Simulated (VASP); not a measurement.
# Ti2C (R-3m) in VASP: a series of runs

The runs below take Ti2C through electric field gradients, with LDA.

All numbers are computed with VASP 6.6.1; they aren't measurements. Logs are shortened: lines on timing, memory, paths and dates and some standing lists are left out, and cuts for length are marked.

## 1. The cell of the first run

It takes space group R-3m (No. 166, trigonal). The conventional cell has a = 2.889 Å, b = 2.889 Å, c = 13.140 Å, α = 90.00°, β = 90.00°, γ = 120.00°. Within 2.9 Å of Ti (site symmetry 3m) lie 3 C at 2.01 Å and 12 Ti at 2.71 to 2.89 Å. C (site symmetry -3m) has 6 Ti at 2.01 Å within 2.7 Å.

## 2. Electric field gradients, LDA (10.56 Å³/atom)

Input file INCAR:

```
ALGO = Normal
EDIFF = 1E-8
ENCUT = 520
ISIF = 2
ISMEAR = -1
LASPH = T
LCHARG = F
LEFG = T
LREAL = F
LWAVE = F
NBANDS = 21
NELM = 80
PREC = Accurate
SIGMA = 0.05
```

Input file KPOINTS:

```
k-points
0
Gamma
  14 14 14
```

Input file POSCAR:

```
Ti2C
1.0
    1.4446571160      0.8340731748      4.3800683444
   -1.4446571160      0.8340731748      4.3800683444
    0.0000000000     -1.6681463496      4.3800683444
Ti C
2 1
Direct
    0.2520386177      0.2520386177      0.2520386177
    0.7479613823      0.7479613823      0.7479613823
    0.5000000000      0.5000000000      0.5000000000
```

Potentials or basis: VASP PAW LDA potentials, release 64 (Ti_sv, C).

On the command line:

```
cat potpaw_LDA.64/Ti_sv/POTCAR potpaw_LDA.64/C/POTCAR > POTCAR
mpirun -np 1 vasp_std > vasp.out
```

OUTCAR:

```text
EDIFF = 1E-8
   ENCUT = 520
   ISIF = 2
   ISMEAR = -1
   LASPH = T
   LREAL = F
   NELM = 80
   PREC = Accurate

 ion  position               nearest neighbor table
   1  0.252  0.252  0.252-   3 2.01   3 2.01   3 2.01   2 2.71   2 2.71   2 2.71   2 2.80   2 2.80
                             2 2.80
   2  0.748  0.748  0.748-   3 2.01   3 2.01   3 2.01   1 2.71   1 2.71   1 2.71   1 2.80   1 2.80
                             1 2.80
   3  0.500  0.500  0.500-   1 2.01   2 2.01   1 2.01   1 2.01   2 2.01   2 2.01

  LATTYP: Found a trigonal (rhomboedric) cell.
 ALAT       =     4.6869724712
 COS(alpha) =     0.8099907461

  Lattice vectors:

 A1 = (   1.4446571160,   0.8340731748,   4.3800683444)
 A2 = (  -1.4446571160,   0.8340731748,   4.3800683444)
 A3 = (   0.0000000000,  -1.6681463496,   4.3800683444)

Analysis of symmetry for initial positions (statically):
=====================================================================
 Subroutine PRICEL returns:
 Original cell was already a primitive cell.

 Routine SETGRP: Setting up the symmetry group for a
 trigonal (rhombohedral) supercell.

 Subroutine GETGRP returns: Found 12 space group operations
 (whereof 12 operations were pure point group operations)
 out of a pool of 12 trial point group operations.

The static configuration has the point symmetry D_3d.

Analysis of symmetry for dynamics (positions and initial velocities):
=====================================================================
 Subroutine PRICEL returns:
 Original cell was already a primitive cell.

 Routine SETGRP: Setting up the symmetry group for a
 trigonal (rhombohedral) supercell.

 Subroutine GETGRP returns: Found 12 space group operations
 (whereof 12 operations were pure point group operations)
 out of a pool of 12 trial point group operations.

The dynamic configuration has the point symmetry D_3d.

 Subroutine INISYM returns: Found 12 space group operations
 (whereof 12 operations are pure point group operations),
 and found     1 'primitive' translations

----------------------------------------------------------------------------------------

                                     Primitive cell

  volume of cell :      31.6666

  direct lattice vectors                    reciprocal lattice vectors
     1.444657116  0.834073175  4.380068344     0.346102888  0.199822596  0.076102313
    -1.444657116  0.834073175  4.380068344    -0.346102888  0.199822596  0.076102313
     0.000000000 -1.668146350  4.380068344     0.000000000 -0.399645191  0.076102313

  length of vectors
     4.686972471  4.686972471  4.686972471     0.406826549  0.406826549  0.406826549

  position of ions in fractional coordinates (direct lattice)
     0.252038618  0.252038618  0.252038618
     0.747961382  0.747961382  0.747961382
     0.500000000  0.500000000  0.500000000

  ion indices of the primitive-cell ions
   primitive index   ion index
                 1           1
                 2           2
                 3           3

----------------------------------------------------------------------------------------

 KPOINTS: k-points

Automatic generation of k-mesh.
 Grid dimensions read from file:
 generate k-points for:   14   14   14

 Generating k-lattice:

  Cartesian coordinates                     Fractional coordinates (reciprocal lattice)
     0.024721635  0.014273043  0.005435880     0.071428571  0.000000000  0.000000000
    -0.024721635  0.014273043  0.005435880     0.000000000  0.071428571  0.000000000
     0.000000000 -0.028546085  0.005435880     0.000000000  0.000000000  0.071428571

  Length of vectors
     0.029059039  0.029059039  0.029059039

  Shift w.r.t. Gamma in fractional coordinates (k-lattice)
     0.000000000  0.000000000  0.000000000

 Subroutine IBZKPT returns following result:
 ===========================================

 Found    288 irreducible k-points:

 Following reciprocal coordinates:
            Coordinates               Weight
  0.000000  0.000000  0.000000      1.000000
  0.071429 -0.000000  0.000000      6.000000
  0.142857  0.000000  0.000000      6.000000
  0.214286  0.000000  0.000000      6.000000
  0.285714  0.000000 -0.000000      6.000000
  0.357143 -0.000000 -0.000000      6.000000
[... 16 lines left out ...]
  0.214286  0.142857  0.000000     12.000000
  0.285714  0.142857  0.000000     12.000000
 [... further k-points ...]
   k-points           NKPTS =    288   k-points in BZ     NKDIM =    288   number of bands    NBANDS=     21
   number of dos      NEDOS =    301   number of ions     NIONS =      3
   total plane-waves  NPLWV =  46656
   dimension x,y,z NGX =    36 NGY =   36 NGZ =   36
   dimension x,y,z NGXF=    72 NGYF=   72 NGZF=   72
   ions per type =               2   1
   NGX,Y,Z   is equivalent  to a cutoff of  12.77, 12.77, 12.77 a.u.
   NGXF,Y,Z  is equivalent  to a cutoff of  25.54, 25.54, 25.54 a.u.
 SYSTEM =  unknown system
   PREC   = accura    normal or accurate (medium, high low for compatibility)
   ISTART =      0    job   : 0-new  1-cont  2-samecut
   ICHARG =      2    charge: 1-file 2-atom 10-const
   ISPIN  =      1    spin polarized calculation?
   LNONCOLLINEAR =      F non collinear calculations
   LSORBIT =      F    spin-orbit coupling
   LASPH  =      T    aspherical Exc in radial PAW
   ENCUT  =  520.0 eV  38.22 Ry    6.18 a.u.   8.71  8.71  8.71*2*pi/ulx,y,z
   NELM   =     80;   NELMIN=  2; NELMDL= -5     # of ELM steps
   EDIFF  = 0.1E-07   stopping-criterion for ELM
   LREAL  =      F    real-space projection
   EDIFFG = 0.1E-06   stopping-criterion for IOM
   NSW    =      0    number of steps for IOM
   IBRION =     -1    ionic relax: 0-MD 1-quasi-New 2-CG
   NFREE  =      0    steps in history (QN), initial steepest desc. (CG)
   ISIF   =      2    stress and relaxation
   ISYM   =      2    0-nonsym 1-usesym 2-fastsym
   POTIM  = 0.5000    time-step for ionic-motion
   TEBEG  =    0.0;   TEEND  =   0.0 temperature during run
   PSTRESS=    0.0 pullay stress
   NELECT =      28.0000    total number of electrons
   NUPDOWN=      -1.0000    fix difference up-down
   EMIN   =  10.00;   EMAX   =-10.00  energy-range for DOS
   EFERMI =   0.00;   METHOD = LEGACY
   ISMEAR =    -1;   SIGMA  =   0.05  broadening in eV -4-tet -1-fermi 0-gaus
   EFERMI_NEDOS =   21; number of points for ismear=-14 and -15
   IALGO  =     38    algorithm
   IMIX   =      4    mixing-type and parameters
     AMIX     =   0.40;   BMIX     =  1.00
     AMIX_MAG =   1.60;   BMIX_MAG =  1.00
  volume/ion in A,a.u.               =      10.56        71.23
  Fermi-wavevector in a.u.,A,eV,Ry     =   1.571305  2.969336 33.592775  2.468999
  Thomas-Fermi vector in A             =   2.672909
   LORBIT       =      0    0 simple, 1 ext, 2 COOP (PROOUT), +10 PAW based schemes
   GGA     = CA    functional components
   LHFCALC =     F    Hartree Fock is set to
   AEXX    =    0.0000 exact exchange contribution
   IVDW    =     0    specifies the selected vdW correction
   LEPSILON=     F    determine dielectric tensor
   LRPA    =     F    only Hartree local field effects (RPA)
 non-spin polarized calculation
  energy-cutoff  :      520.00
  volume of cell :       31.67
 maximum number of plane-waves:       881
   NGX = 17   NGY = 17   NGZ = 17

 number of electron      27.9999999 magnetization

 Free energy of the ion-electron system (eV)
  ---------------------------------------------------
  ext. energy  EPLUGINS =         0.00000000
  ---------------------------------------------------
  free energy    TOTEN  =       -28.76027467 eV

  energy without entropy =      -28.75079517  energy(sigma->0) =      -28.75553492

 E-fermi :  10.7198     XC(G=0): -13.2861

 val. band max:       10.6976185188   @ k =   0.2857   0.1429   0.1429
 cond. band min:      10.7230602574   @ k =   0.5000   0.5000   0.5000
 fundamental gap:      0.0254417386
 Fermi energy:        10.7198370545

 k-point     1 :       0.0000    0.0000    0.0000
  band No.  band energies     occupation
      1     -44.8613      2.00000
      2     -44.5948      2.00000
      3     -22.1411      2.00000
      4     -21.1628      2.00000
      5     -21.1628      2.00000
      6     -20.9960      2.00000
[... 13 lines left out ...]
     20      14.6887      0.00000
     21      15.4725      0.00000

 k-point     2 :       0.0714   -0.0000    0.0000
  band No.  band energies     occupation
      1     -44.8529      2.00000
      2     -44.5930      2.00000
      3     -22.1212      2.00000
      4     -21.1950      2.00000
      5     -21.1684      2.00000
      6     -21.0339      2.00000
[... 13 lines left out ...]
     20      14.7197      0.00000
     21      15.6490      0.00000

 k-point     3 :       0.1429    0.0000    0.0000
  band No.  band energies     occupation
      1     -44.8289      2.00000
      2     -44.5884      2.00000
      3     -22.0630      2.00000
      4     -21.2835      2.00000
      5     -21.1837      2.00000
      6     -21.1393      2.00000
[... 13 lines left out ...]
     20      14.8096      0.00000
     21      16.0602      0.00000

 k-point     4 :       0.2143    0.0000    0.0000
  band No.  band energies     occupation
      1     -44.7924      2.00000
      2     -44.5833      2.00000
      3     -21.9715      2.00000
      4     -21.4082      2.00000
      5     -21.2893      2.00000
      6     -21.2045      2.00000
[... 13 lines left out ...]
     20      14.8762      0.00000
     21      16.7442      0.00000

 k-point     5 :       0.2857    0.0000   -0.0000
  band No.  band energies     occupation
      1     -44.7483      2.00000
      2     -44.5812      2.00000
      3     -21.8541      2.00000
      4     -21.5427      2.00000
      5     -21.4531      2.00000
      6     -21.2252      2.00000
[... 13 lines left out ...]
     20      14.8572      0.00000
     21      17.5153      0.00000
[... 382 lines left out ...]
     20      14.7751      0.00000
     21      15.8787      0.00000

 k-point    22 :       0.1429    0.1429    0.0000
  band No.  band energies     occupation
      1     -44.8254      2.00000
      2     -44.5920      2.00000
      3     -22.0529      2.00000
      4     -21.2506      2.00000
      5     -21.2083      2.00000
      6     -21.1934      2.00000
[... 13 lines left out ...]
     20      14.8854      0.00000
     21      16.0243      0.00000

 k-point    23 :       0.2143    0.1429    0.0000
  band No.  band energies     occupation
      1     -44.8019      2.00000
      2     -44.5896      2.00000
      3     -21.9998      2.00000
      4     -21.3257      2.00000
      5     -21.2946      2.00000
      6     -21.2221      2.00000
[... 13 lines left out ...]
     20      15.1106      0.00000
     21      16.2237      0.00000

 k-point    24 :       0.2857    0.1429    0.0000
  band No.  band energies     occupation
      1     -44.7673      2.00000
      2     -44.5867      2.00000
      3     -21.9228      2.00000
      4     -21.4394      2.00000
      5     -21.4038      2.00000
      6     -21.2367      2.00000
[... 13 lines left out ...]
     20      15.4856      0.00000
     21      16.6237      0.00000

 [... further k-points ...]

------------------------ aborting loop because EDIFF is reached ----------------------------------------

  FORCE on cell =-STRESS in cart. coord.  units (eV):
  Direction    XX          YY          ZZ          XY          YZ          ZX
  --------------------------------------------------------------------------------------
  -------------------------------------------------------------------------------------
  Total        7.3818800      7.3818800      7.3488210      0.0000000      0.0000000      0.0000000
  in kB      373.4878599    373.4878599    371.8152327      0.0000000      0.0000000      0.0000000
  external PRESSURE =     372.9303175 kB  Pullay stress =       0.0000000 kB

 VOLUME and BASIS-vectors are now :
 -----------------------------------------------------------------------------
  energy-cutoff  :      520.00
  volume of cell :       31.67
      direct lattice vectors                 reciprocal lattice vectors
     1.444657116  0.834073175  4.380068344     0.346102888  0.199822596  0.076102313
    -1.444657116  0.834073175  4.380068344    -0.346102888  0.199822596  0.076102313
     0.000000000 -1.668146350  4.380068344     0.000000000 -0.399645191  0.076102313

 POSITION                                       TOTAL-FORCE (eV/Angst)
 -----------------------------------------------------------------------------------
      0.00000      0.00000      3.31184        -0.000000      0.000000      0.068940
      0.00000      0.00000      9.82837        -0.000000     -0.000000     -0.068940
      0.00000      0.00000      6.57010         0.000000      0.000000      0.000000
 -----------------------------------------------------------------------------------
    total drift:                                0.000000     -0.000000      0.000000

  FREE ENERGIE OF THE ION-ELECTRON SYSTEM (eV)
  ---------------------------------------------------
  free  energy   TOTEN  =       -28.7602746677 eV

  energy  without entropy=      -28.7507951657  energy(sigma->0) =      -28.75553492

 Electric field gradients (V/A^2)
---------------------------------------------------------------------
 ion       V_xx      V_yy      V_zz      V_xy      V_xz      V_yz
---------------------------------------------------------------------
   1      -6.095    -6.095    12.189     0.000     0.000    -0.000
   2      -6.095    -6.095    12.189    -0.000     0.000    -0.000
   3      -4.247    -4.247     8.494    -0.000     0.000    -0.000
---------------------------------------------------------------------

 Electric field gradients after diagonalization (V/A^2)
 (convention: |V_zz| > |V_xx| > |V_yy|)
----------------------------------------------------------------------
 ion       V_xx      V_yy      V_zz     asymmetry (V_yy - V_xx)/ V_zz
----------------------------------------------------------------------
   1      -6.095    -6.095    12.189       0.000
   2      -6.095    -6.095    12.189       0.000
   3      -4.247    -4.247     8.494       0.000
----------------------------------------------------------------------

           NMR quadrupolar parameters

 Cq : quadrupolar parameter    Cq=e*Q*V_zz/h
 eta: asymmetry parameters     (V_yy - V_xx)/ V_zz
 Q  : nuclear electric quadrupole moment in mb (millibarn)
----------------------------------------------------------------------
 ion       Cq(MHz)       eta       Q (mb)
----------------------------------------------------------------------
   1       0.029       0.000       1.000
   2       0.029       0.000       1.000
   3       0.021       0.000       1.000
----------------------------------------------------------------------
```

Wall time 2.5 min (1 thread of Intel Xeon 6975P-C (Granite Rapids), shared host); peak memory 0.3 GiB.

What came out:

```yaml
Free_energy: -28.7603 eV
Pressure: 37.3 GPa
Largest_force: 0.069 eV/Å
Band_gap_on_the_k_mesh: zero (bands 14 and 15 overlap by 0.96 eV)
Largest_electric_field_gradient_by_atom: Ti +12.2; C +8.5 V/Å²
```

Forces in eV/Å, atoms in the order of the input:
```
Ti   0.000  0.000  0.069
Ti   0.000  0.000 -0.069
C    0.000  0.000  0.000
```

Stress tensor (GPa, compression positive):
```
37.35  0.00  0.00
 0.00 37.35  0.00
 0.00  0.00 37.18
```

Electric field gradients, principal values (V/Å²):
| atom | least | middle | greatest (by size) |
| --- | --- | --- | --- |
| 1 Ti | -6.095 | -6.095 | 12.189 |
| 2 Ti | -6.095 | -6.095 | 12.189 |
| 3 C | -4.247 | -4.247 | 8.494 |

Caveat: the cell stands under pressure; without QUAD_EFG the Cq values of the log hold for a quadrupole moment of 1 mb, not for the nuclei.

(Continued in part 2 of 2.)

The gap in the log of VASP goes by the Fermi energy; the results here count the filled bands.